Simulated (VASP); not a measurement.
Here is a VASP 6.6.1 calculation.

File INCAR:

```
SYSTEM = Cu
PREC     = Accurate       ! precision mode
ENCUT    = 520            ! plane-wave cutoff, eV
EDIFF    = 1E-8           ! SCF threshold, eV
ISMEAR   = -1             ! smearing method
SIGMA    = 0.08           ! smearing width, eV
LREAL    = .FALSE.        ! projectors in reciprocal space
LASPH    = .TRUE.         ! aspherical terms in the spheres
NELM     = 120            ! most SCF steps
ALGO     = Normal         ! electronic algorithm
ISIF     = 2              ! what is computed and relaxed
LWAVE    = .FALSE.        ! write WAVECAR
LCHARG   = .FALSE.        ! write CHGCAR
GGA      = PS             ! functional
LEFG     = .TRUE.       
NBANDS   = 12             ! bands
GGA_COMPAT= .FALSE.
```

Contents of KPOINTS:

```
Automatic mesh
0
G
  19 19 19
  0 0 0
```

The input POSCAR:

```
Cu
1.0
    0.0000000000      1.8075000000      1.7894250000
    1.8075000000      0.0000000000      1.7894250000
    1.8075000000      1.8075000000      0.0000000000
Cu
1
Direct
    0.0000000000      0.0000000000      0.0000000000
```

Potentials or basis: VASP PAW PBE potentials, release 64 (Cu).

Command:

```sh
$ cat potpaw_PBE.64/Cu/POTCAR > POTCAR
$ mpirun -np 1 vasp_std > vasp.out
```

Task: Predict the pressure.

Result: -4.5 GPa.

Stress tensor (GPa, compression positive):
```
-4.59  0.00  0.00
 0.00 -4.59  0.00
 0.00  0.00 -4.18
```

Caveat: the cell differs from its parent crystal (zz strain of -1 %); without QUAD_EFG the Cq values of the log hold for a quadrupole moment of 1 mb, not for the nuclei; the PAW data sets were made with another functional, which shifts forces and pressure a little.
